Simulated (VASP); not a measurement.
Write the native input for VASP 6.6.1 that does the following.

* Task: single point
* Functional: PBE
* Potentials or basis: VASP PAW PBE potentials, release 64 (B, P)
* Cutoff: 520 eV
* k mesh: 8 × 8 × 8
* Occupations: methfessel-paxton, width 0.01 eV
* Spin: no spin polarisation
* Dipole correction: no
* Further INCAR settings: ALGO = Normal; EDIFF = 1e-06; NBANDS = 11

The structure of BP lies in POSCAR:

```
BP
1.0
    0.0000000000      2.2383340787      2.2383340787
    2.2383340787      0.0000000000      2.2383340787
    2.2383340787      2.2383340787      0.0000000000
B P
1 1
Direct
    0.0000000000      0.0000000000      0.0000000000
    0.2500000000      0.2500000000      0.2500000000
```

These files were run (other wordings do the same):

INCAR

```
SYSTEM = BP
PREC = Accurate
ENCUT = 520
EDIFF = 1E-6
ISMEAR = 1
SIGMA = 0.01
LREAL = .FALSE.
LASPH = .TRUE.
NELM = 100
ALGO = Normal
ISIF = 2
LWAVE = .FALSE.
LCHARG = .FALSE.
GGA = PE
NBANDS = 11
```

KPOINTS

```
regular mesh
0
G
  8 8 8
  0 0 0
```

Potentials or basis: VASP PAW PBE potentials, release 64 (B, P).

The run is started by

```bash
$ cat potpaw_PBE.64/B/POTCAR potpaw_PBE.64/P/POTCAR > POTCAR
$ mpirun -np 1 vasp_std > vasp.out
```

It gave:

| Property | Result |
| --- | --- |
| Pressure | 8.2 GPa |
| Band gap on the k mesh | 1.22 eV, indirect (least direct gap 3.46 eV) |

It took 8.1 s on 1 thread of Intel Xeon 8259CL, on a shared host, peak memory 0.13 GiB.
